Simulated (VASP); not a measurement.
# GaN (F-43m) in VASP: further runs

Runs on GaN. Level: r2SCAN. Tasks: single point.

Program: VASP 6.6.1. These are calculated values, not measurements. Logs are shortened: lines on timing, memory, paths and dates and some standing lists are left out, and cuts for length are marked.

## Step 1: The cell of the first run

Symmetry: F-43m, No. 216, cubic system. Conventional cell: a = 4.400 Å, b = 4.400 Å, c = 4.400 Å, α = 90.00°, β = 90.00°, γ = 90.00°. Within 2.5 Å of Ga (site symmetry -43m) lie 4 N at 1.91 Å. Within 2.5 Å of N (site symmetry -43m) lie 4 Ga at 1.91 Å.

## Step 2: Single point, r2SCAN

Contents of POSCAR:

```
GaN
1.0
    2.1998834605      2.1998834605      0.0000000000
   -2.1998834605      2.1998834605      0.0000000000
    0.0000000000      2.1998834605      2.1998834605
Ga N
1 1
Direct
    0.0000000000      0.0000000000      0.0000000000
    0.2500000000      0.7500000000      0.5000000000
```

Contents of INCAR.step1:

```
SYSTEM = GaN
PREC = Accurate
ENCUT = 520
ISMEAR = 0
SIGMA = 0.01
LREAL = .FALSE.
LASPH = .TRUE.
NELM = 60
NBANDS = 16
GGA = PE
ALGO = Normal
EDIFF = 1E-4
LWAVE = .TRUE.
LCHARG = .FALSE.
```

Contents of INCAR.step2:

```
SYSTEM = GaN
PREC = Accurate
ENCUT = 520
EDIFF = 1E-6
ISMEAR = 0
SIGMA = 0.01
LREAL = .FALSE.
LASPH = .TRUE.
NELM = 60
ALGO = Normal
ISIF = 2
LWAVE = .FALSE.
LCHARG = .FALSE.
METAGGA = R2SCAN
LMIXTAU = .TRUE.
NBANDS = 16
ISTART = 1
```

Contents of KPOINTS:

```
Automatic mesh
0
G
  10 10 10
  0 0 0
```

Potentials or basis: VASP PAW PBE potentials, release 64 (Ga_d, N).

Run with:

```console
$ cat potpaw_PBE.64/Ga_d/POTCAR potpaw_PBE.64/N/POTCAR > POTCAR
$ cp INCAR.step1 INCAR
$ mpirun -np 1 vasp_std > vasp.out
$ cp INCAR.step2 INCAR
$ mpirun -np 1 vasp_std > vasp.out
```

OUTCAR:

```text
SYSTEM = GaN
   PREC = Accurate
   ENCUT = 520
   EDIFF = 1E-6
   ISMEAR = 0
   LREAL = .FALSE.
   LASPH = .TRUE.
   NELM = 60
   ISIF = 2
   METAGGA = R2SCAN
   ISTART = 1

 ion  position               nearest neighbor table
   1  0.000  0.000  0.000-   2 1.91   2 1.91   2 1.91   2 1.91
   2  0.250  0.750  0.500-   1 1.91   1 1.91   1 1.91   1 1.91

  LATTYP: Found a face centered cubic cell.
 ALAT       =     4.3997669210

  Lattice vectors:

 A1 = (   0.0000000000,   2.1998834605,   2.1998834605)
 A2 = (   2.1998834605,   0.0000000000,   2.1998834605)
 A3 = (   2.1998834605,   2.1998834605,   0.0000000000)

Analysis of symmetry for initial positions (statically):
=====================================================================
 Subroutine PRICEL returns:
 Original cell was already a primitive cell.

 Routine SETGRP: Setting up the symmetry group for a
 face centered cubic supercell.

 Subroutine GETGRP returns: Found 24 space group operations
 (whereof 24 operations were pure point group operations)
 out of a pool of 48 trial point group operations.

The static configuration has the point symmetry T_d .

Analysis of symmetry for dynamics (positions and initial velocities):
=====================================================================
 Subroutine PRICEL returns:
 Original cell was already a primitive cell.

 Routine SETGRP: Setting up the symmetry group for a
 face centered cubic supercell.

 Subroutine GETGRP returns: Found 24 space group operations
 (whereof 24 operations were pure point group operations)
 out of a pool of 48 trial point group operations.

The dynamic configuration has the point symmetry T_d .

 Subroutine INISYM returns: Found 24 space group operations
 (whereof 24 operations are pure point group operations),
 and found     1 'primitive' translations

----------------------------------------------------------------------------------------

                                     Primitive cell

  volume of cell :      21.2926

  direct lattice vectors                    reciprocal lattice vectors
     2.199883461  2.199883461  0.000000000     0.227284767  0.227284767 -0.227284767
    -2.199883461  2.199883461  0.000000000    -0.227284767  0.227284767 -0.227284767
     0.000000000  2.199883461  2.199883461     0.000000000  0.000000000  0.454569534

  length of vectors
     3.111105025  3.111105025  3.111105025     0.393668764  0.393668764  0.454569534
[... 80 lines left out ...]
   NELM   =     60;   NELMIN=  2; NELMDL=  0     # of ELM steps
   EDIFF  = 0.1E-05   stopping-criterion for ELM
   LREAL  =      F    real-space projection
   EDIFFG = 0.1E-04   stopping-criterion for IOM
   NSW    =      0    number of steps for IOM
   IBRION =     -1    ionic relax: 0-MD 1-quasi-New 2-CG
   NFREE  =      0    steps in history (QN), initial steepest desc. (CG)
   ISIF   =      2    stress and relaxation
   ISYM   =      2    0-nonsym 1-usesym 2-fastsym
   POTIM  = 0.5000    time-step for ionic-motion
   TEBEG  =    0.0;   TEEND  =   0.0 temperature during run
   PSTRESS=    0.0 pullay stress
   NELECT =      18.0000    total number of electrons
   NUPDOWN=      -1.0000    fix difference up-down
   EMIN   =  10.00;   EMAX   =-10.00  energy-range for DOS
   EFERMI =   0.00;   METHOD = LEGACY
   ISMEAR =     0;   SIGMA  =   0.01  broadening in eV -4-tet -1-fermi 0-gaus
   EFERMI_NEDOS =   21; number of points for ismear=-14 and -15
   IALGO  =     38    algorithm
   IMIX   =      4    mixing-type and parameters
     AMIX     =   0.40;   BMIX     =  1.00
     AMIX_MAG =   1.60;   BMIX_MAG =  1.00
  volume/ion in A,a.u.               =      10.65        71.84
  Fermi-wavevector in a.u.,A,eV,Ry     =   1.547947  2.925195 32.601449  2.396139
  Thomas-Fermi vector in A             =   2.652967
   LORBIT       =      0    0 simple, 1 ext, 2 COOP (PROOUT), +10 PAW based schemes
   METAGGA = R2SCAN    functional components
   LHFCALC =     F    Hartree Fock is set to
   AEXX    =    0.0000 exact exchange contribution
   IVDW    =     0    specifies the selected vdW correction
   LEPSILON=     F    determine dielectric tensor
   LRPA    =     F    only Hartree local field effects (RPA)
 non-spin polarized calculation
 Gauss-broadening in eV      SIGMA  =   0.01
  energy-cutoff  :      520.00
  volume of cell :       21.29
 maximum number of plane-waves:       589
   NGX = 11   NGY = 11   NGZ = 11

 number of electron      18.0000002 magnetization

 Free energy of the ion-electron system (eV)
  ---------------------------------------------------
  ext. energy  EPLUGINS =         0.00000000
  ---------------------------------------------------
  free energy    TOTEN  =       -21.81992564 eV

  energy without entropy =      -21.81992564  energy(sigma->0) =      -21.81992564

 E-fermi :   5.9020     XC(G=0): -13.0668

 val. band max:        5.8353059752   @ k =   0.0000   0.0000   0.0000
 cond. band min:       8.4353684794   @ k =   0.0000   0.0000   0.0000
 fundamental gap:      2.6000625042
 Fermi energy:         5.9019966132

 k-point     1 :       0.0000    0.0000    0.0000
  band No.  band energies     occupation
      1     -11.5484      2.00000
      2      -8.0758      2.00000
      3      -8.0757      2.00000
      4      -8.0757      2.00000
      5      -7.6384      2.00000
      6      -7.6383      2.00000
[... 433 lines left out ...]
      3      -7.7824      2.00000
      4      -7.7132      2.00000
      5      -7.5995      2.00000
      6      -5.9846      2.00000
[... 8 lines left out ...]
     15      27.3359      0.00000
     16      30.7317      0.00000

 [... further k-points ...]

------------------------ aborting loop because EDIFF is reached ----------------------------------------

  FORCE on cell =-STRESS in cart. coord.  units (eV):
  Direction    XX          YY          ZZ          XY          YZ          ZX
  --------------------------------------------------------------------------------------
  -------------------------------------------------------------------------------------
  Total        2.1664301      2.1664301      2.1664301     -0.0000000      0.0000000     -0.0000000
  in kB      163.0145066    163.0145066    163.0145066     -0.0000000      0.0000000     -0.0000000
  external PRESSURE =     163.0145066 kB  Pullay stress =       0.0000000 kB

 VOLUME and BASIS-vectors are now :
 -----------------------------------------------------------------------------
  energy-cutoff  :      520.00
  volume of cell :       21.29
      direct lattice vectors                 reciprocal lattice vectors
     2.199883461  2.199883461  0.000000000     0.227284767  0.227284767 -0.227284767
    -2.199883461  2.199883461  0.000000000    -0.227284767  0.227284767 -0.227284767
     0.000000000  2.199883461  2.199883461     0.000000000  0.000000000  0.454569534

 POSITION                                       TOTAL-FORCE (eV/Angst)
 -----------------------------------------------------------------------------------
      0.00000      0.00000      0.00000         0.000000     -0.000000     -0.000000
     -1.09994      3.29983      1.09994        -0.000000      0.000000      0.000000
 -----------------------------------------------------------------------------------
    total drift:                                0.000027      0.000000     -0.000000

  FREE ENERGIE OF THE ION-ELECTRON SYSTEM (eV)
  ---------------------------------------------------
  free  energy   TOTEN  =       -21.8199256377 eV

  energy  without entropy=      -21.8199256377  energy(sigma->0) =      -21.81992564
```

OUTCAR.step1:

```text
SYSTEM = GaN
   PREC = Accurate
   ENCUT = 520
   ISMEAR = 0
   LREAL = .FALSE.
   LASPH = .TRUE.
[... 677 lines left out ...]
      0.00000      0.00000      0.00000        -0.000000     -0.000000      0.000000
     -1.09994      3.29983      1.09994         0.000000      0.000000      0.000000
 -----------------------------------------------------------------------------------
    total drift:                                0.000001     -0.000000      0.000000

  FREE ENERGIE OF THE ION-ELECTRON SYSTEM (eV)
  ---------------------------------------------------
  free  energy   TOTEN  =       -12.0160071786 eV

  energy  without entropy=      -12.0160071786  energy(sigma->0) =      -12.01600718
```

OSZICAR.step1:

```text
N       E                     dE             d eps       ncg     rms          rms(c)
DAV:   1     0.803127316216E+02    0.80313E+02   -0.94376E+03  1680   0.205E+03
DAV:   2    -0.859138778819E+01   -0.88904E+02   -0.83114E+02  1760   0.337E+02
DAV:   3    -0.140769302735E+02   -0.54855E+01   -0.54653E+01  1704   0.688E+01
DAV:   4    -0.141418070209E+02   -0.64877E-01   -0.64870E-01  1960   0.789E+00
DAV:   5    -0.141426016584E+02   -0.79464E-03   -0.79463E-03  1736   0.774E-01    0.799E+00
DAV:   6    -0.120104278079E+02    0.21322E+01   -0.48324E+00  2320   0.422E+01    0.268E+00
DAV:   7    -0.120232962147E+02   -0.12868E-01   -0.36009E-01  1616   0.641E+00    0.181E+00
DAV:   8    -0.120194610933E+02    0.38351E-02   -0.46361E-02  1816   0.344E+00    0.679E-01
DAV:   9    -0.120158485010E+02    0.36126E-02   -0.14180E-02  2232   0.299E+00    0.166E-01
DAV:  10    -0.120160978600E+02   -0.24936E-03   -0.15538E-03  1880   0.600E-01    0.685E-02
DAV:  11    -0.120160071786E+02    0.90681E-04   -0.25313E-04  1480   0.246E-01
   1 F= -.12016007E+02 E0= -.12016007E+02  d E =-.508010E-24
```

Run time: 23 s. Hardware: 1 thread of Intel Xeon 6975P-C (Granite Rapids), shared host; peak memory 0.15 GiB.

Results:

| Quantity | Value |
| --- | --- |
| Free energy | -21.8199 eV |
| Pressure | 16.3 GPa |
| Band gap on the k mesh | 2.60 eV |

Levels at points of the mesh, in eV from the valence-band top:
```
           k point  band 5  band 6  band 7  band 8  band 9  band 10  band 11  band 12  band 13  band 14
(0.00, 0.00, 0.00)  -13.47  -13.47    0.00    0.00    0.00     2.60    11.48    11.48    11.48    19.57
(0.50, 0.00, 0.00)  -13.42  -12.33   -7.66   -1.09   -1.09     5.68     9.83    11.38    11.38    17.18
(0.50, 0.50, 0.00)  -13.38  -11.96   -6.53   -3.06   -3.06     3.79     7.68    13.16    15.76    15.76
```

Caveat: the cell stands under pressure; the PAW data sets were made with another functional, which shifts forces and pressure a little.

## Step 3: Single point, r2SCAN

POSCAR is that of step 2.

Contents of INCAR.step1:

```
PREC     = Accurate       # precision mode
ENCUT    = 520            # plane-wave cutoff, eV
ISMEAR   = 0              # smearing method
SIGMA    = 0.01           # smearing width, eV
LREAL    = False          # projectors in reciprocal space
LASPH    = True           # aspherical terms in the spheres
NELM     = 100            # most SCF steps
NBANDS   = 16             # bands
GGA      = PE             # functional
ALGO     = Normal         # electronic algorithm
EDIFF    = 1E-4           # SCF threshold, eV
LWAVE    = True           # write WAVECAR
LCHARG   = False          # write CHGCAR
```

Contents of INCAR.step2:

```
PREC     = Accurate       # precision mode
ENCUT    = 520            # plane-wave cutoff, eV
EDIFF    = 1E-6           # SCF threshold, eV
ISMEAR   = 0              # smearing method
SIGMA    = 0.01           # smearing width, eV
LREAL    = False          # projectors in reciprocal space
LASPH    = True           # aspherical terms in the spheres
NELM     = 100            # most SCF steps
ALGO     = Normal         # electronic algorithm
ISIF     = 2              # what is computed and relaxed
LWAVE    = False          # write WAVECAR
LCHARG   = False          # write CHGCAR
METAGGA  = R2SCAN         # meta-GGA
LMIXTAU  = True         
NBANDS   = 16             # bands
ISTART   = 1
```

Contents of KPOINTS:

```
regular mesh
0
Gamma
  10 10 10
```

Potentials or basis: VASP PAW PBE potentials, release 64 (Ga_d, N).

Run with:

```console
$ cat potpaw_PBE.64/Ga_d/POTCAR potpaw_PBE.64/N/POTCAR > POTCAR
$ cp INCAR.step1 INCAR
$ mpirun -np 1 vasp_std > vasp.out
$ cp INCAR.step2 INCAR
$ mpirun -np 1 vasp_std > vasp.out
```

Run time: 23 s. Hardware: 1 thread of Intel Xeon 6975P-C (Granite Rapids), shared host; peak memory 0.15 GiB.

It converged, with:

```yaml
Free_energy: -21.8199 eV
Pressure: 16.3 GPa
Band_gap_on_the_k_mesh: 2.60 eV
```

Levels at points of the mesh, in eV from the valence-band top:
```
           k point  band 5  band 6  band 7  band 8  band 9  band 10  band 11  band 12  band 13  band 14
(0.00, 0.00, 0.00)  -13.47  -13.47    0.00    0.00    0.00     2.60    11.48    11.48    11.48    19.57
(0.50, 0.00, 0.00)  -13.42  -12.33   -7.66   -1.09   -1.09     5.68     9.83    11.38    11.38    17.18
(0.50, 0.50, 0.00)  -13.38  -11.96   -6.53   -3.06   -3.06     3.79     7.68    13.16    15.76    15.76
```

Caveat: the cell stands under pressure; the PAW data sets were made with another functional, which shifts forces and pressure a little.

## Step 4: Single point, r2SCAN

This run uses another cell than the first one, of 10.86 Å³/atom.

Contents of POSCAR:

```
GaN
1.0
    2.2147053600      2.2147053600      0.0000000000
   -2.2147053600      2.2147053600      0.0000000000
    0.0000000000      2.2147053600      2.2147053600
Ga N
1 1
Direct
    0.0000000000      0.0000000000      0.0000000000
    0.2500000000      0.7500000000      0.5000000000
```

Contents of INCAR.step1:

```
PREC = Accurate
ENCUT = 520
ISMEAR = 0
SIGMA = 0.01
LREAL = False
LASPH = True
NELM = 60
NBANDS = 16
GGA = PE
ALGO = Normal
EDIFF = 1E-4
LWAVE = True
LCHARG = False
```

Contents of INCAR.step2:

```
PREC = Accurate
ENCUT = 520
EDIFF = 1E-6
ISMEAR = 0
SIGMA = 0.01
LREAL = False
LASPH = True
NELM = 60
ALGO = Normal
ISIF = 2
LWAVE = False
LCHARG = True
METAGGA = R2SCAN
LMIXTAU = True
LELF = True
LVHAR = True
NBANDS = 16
ISTART = 1
```

Contents of KPOINTS:

```
Automatic mesh
0
Gamma
  10 10 10
```

Potentials or basis: VASP PAW PBE potentials, release 64 (Ga_d, N).

Run with:

```console
$ cat potpaw_PBE.64/Ga_d/POTCAR potpaw_PBE.64/N/POTCAR > POTCAR
$ cp INCAR.step1 INCAR
$ mpirun -np 1 vasp_std > vasp.out
$ cp INCAR.step2 INCAR
$ mpirun -np 1 vasp_std > vasp.out
```

OUTCAR:

```text
PREC = Accurate
   ENCUT = 520
   EDIFF = 1E-6
   ISMEAR = 0
   LREAL = False
   LASPH = True
   NELM = 60
   ISIF = 2
   METAGGA = R2SCAN
   ISTART = 1

 ion  position               nearest neighbor table
   1  0.000  0.000  0.000-   2 1.92   2 1.92   2 1.92   2 1.92
   2  0.250  0.750  0.500-   1 1.92   1 1.92   1 1.92   1 1.92

  LATTYP: Found a face centered cubic cell.
 ALAT       =     4.4294107200

  Lattice vectors:

 A1 = (   0.0000000000,   2.2147053600,   2.2147053600)
[... 642 lines left out ...]
------------------------ aborting loop because EDIFF is reached ----------------------------------------

  FORCE on cell =-STRESS in cart. coord.  units (eV):
  Direction    XX          YY          ZZ          XY          YZ          ZX
  --------------------------------------------------------------------------------------
  -------------------------------------------------------------------------------------
  Total        1.5221641      1.5221641      1.5221641     -0.0000000      0.0000000     -0.0000000
  in kB      112.2520285    112.2520285    112.2520285     -0.0000000      0.0000000     -0.0000000
  external PRESSURE =     112.2520285 kB  Pullay stress =       0.0000000 kB

 VOLUME and BASIS-vectors are now :
 -----------------------------------------------------------------------------
  energy-cutoff  :      520.00
  volume of cell :       21.73
      direct lattice vectors                 reciprocal lattice vectors
     2.214705360  2.214705360  0.000000000     0.225763665  0.225763665 -0.225763665
    -2.214705360  2.214705360  0.000000000    -0.225763665  0.225763665 -0.225763665
     0.000000000  2.214705360  2.214705360     0.000000000  0.000000000  0.451527331

 POSITION                                       TOTAL-FORCE (eV/Angst)
 -----------------------------------------------------------------------------------
      0.00000      0.00000      0.00000         0.000000     -0.000000     -0.000000
     -1.10735      3.32206      1.10735        -0.000000      0.000000      0.000000
 -----------------------------------------------------------------------------------
    total drift:                                0.000029      0.000000     -0.000000

  FREE ENERGIE OF THE ION-ELECTRON SYSTEM (eV)
  ---------------------------------------------------
  free  energy   TOTEN  =       -21.8574213662 eV

  energy  without entropy=      -21.8574213662  energy(sigma->0) =      -21.85742137
```

It took 23 s on 1 thread of Intel Xeon 6975P-C (Granite Rapids), shared host; peak memory 0.15 GiB.

What came out:

- Free energy: -21.8574 eV
- Pressure: 11.2 GPa
- Band gap on the k mesh: 2.47 eV

Caveat: the cell stands under pressure; the PAW data sets were made with another functional, which shifts forces and pressure a little.

[end of part 1 of 2]
